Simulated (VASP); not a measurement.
A run of VASP 6.6.1 is set up as follows.

The input INCAR:

```
PREC = Accurate ; ENCUT = 570
EDIFF = 1E-6 ; ISMEAR = 0
SIGMA = 0.1 ; LREAL = False
LASPH = True ; NELM = 120
ALGO = Normal ; ISIF = 2
LWAVE = False ; LCHARG = True
GGA = PE ; LELF = True
LVHAR = True ; NBANDS = 34
GGA_COMPAT = False
```

Contents of KPOINTS:

```
Automatic mesh
0
Gamma
  6 6 4
```

POSCAR

```
Pt
1.0
    3.6656485145      0.0000000000      0.0000000000
   -1.8328242573      3.1745447349      0.0000000000
    0.0000000000      0.0000000000      4.1588009468
Pt
3
Direct
    0.2254000000      0.0000000000      0.3333333333
    0.0000000000      0.2254000000      0.6666666667
    0.7746000000      0.7746000000      0.0000000000
```

Potentials or basis: VASP PAW PBE potentials, release 64 (Pt_sv_GW).

Launch:

```sh
$ cat potpaw_PBE.64/Pt_sv_GW/POTCAR > POTCAR
$ mpirun -np 1 vasp_std > vasp.out
```

(1) Predict the pressure.

(2) Predict the band gap on the k mesh.

(3) What does it give for the largest force?

Results:

(1) 140.4 GPa.

(2) zero (bands 27 and 28 overlap by 0.55 eV).

(3) 26.167 eV/Å.

Caveat: the k points lie up to 0.38 Å⁻¹ apart, too coarse for converged energies and pressures of a metal; spin-orbit coupling is left out, which moves the levels of the heavy elements; forces of over 1 eV/Å act on the atoms, so gaps and moduli don't describe the material at rest.
